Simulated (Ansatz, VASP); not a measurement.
**C: VASP beside Ansatz**

```xyz
4
Lattice="3.7690 -1.2331 0.0000 3.7690 1.2331 0.0000 0.0000 0.0000 4.2759" Properties=species:S:1:pos:R:3 pbc="T T T"
C     3.7690   -1.2331    0.7134
C     3.7690    0.0000    2.8514
C     3.7690    1.2331    3.5624
C     3.7690    0.0000    1.4245
```

Alike in both runs: functional PBE; k mesh 6 × 6 × 4; occupations gaussian, width 0.1 eV; no spin polarisation.

Ansatz relaxed the structure, and its values are those at the end. VASP's run is a single point on that final structure, the one shown.

|  | VASP | Ansatz |
| --- | --- | --- |
| version | VASP 6.6.1 | Ansatz 0.2.0 |
| potentials or method | VASP PAW PBE potentials, release 64 (C), cutoff 520 eV | scalar-relativistic, plane waves, PAW |
| valence electrons in the cell | 16 | 16 |

VASP gave:

```
gap on the k mesh at the Fermi level (eV) : 0.11
least direct gap on the mesh (eV)         : 0.19
pressure (GPa)                            : 0.5
rms of the force components (eV/Å)        : 0.007
```

Question: What did Ansatz give for the same quantities?

Answer: gap on the k mesh at the Fermi level (eV): 0.11; least direct gap on the mesh (eV): 0.18; pressure (GPa): 0.1; rms of the force components (eV/Å): 0.007.

The k mesh is coarse, so the values compare programs but aren't converged.
